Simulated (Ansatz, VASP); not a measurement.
**One calculation of Pd, two programs**

```
Pd
1.0
     2.77158    0.00000    0.00000
    -1.38579    2.40026    0.00000
     0.00000    0.00000    9.13473
Pd
4
Direct
  0.00000 0.00000 0.00000
  0.00000 0.00000 0.50000
  0.33333 0.66667 0.25000
  0.66667 0.33333 0.75000
```

Alike in both runs: task single point; functional PBEsol; k mesh 15 × 15 × 4; occupations fermi-dirac, width 0.1 eV; no spin polarisation.

```csv
,VASP,Ansatz
version,VASP 6.6.1,Ansatz 0.2.0
potentials or method,"VASP PAW PBE potentials, release 64 (Pd), cutoff 520 eV","plane waves (420 eV) with PAW, scalar-relativistic"
valence electrons in the cell,40,72
```

|  | VASP | Ansatz | Ansatz less VASP |
| --- | --- | --- | --- |
| pressure (GPa) | -7.4 | -7.1 | +0.27 |
| traceless stress, the component that is largest in VASP (GPa) | -0.11 | -0.06 | +0.046 |

VASP's potentials were made for PBE, not for PBEsol, and Ansatz warns of the same on its side. VASP's potentials hold 40 valence electrons a cell and Ansatz's 72, so a difference there can come from the potentials and not from the codes.
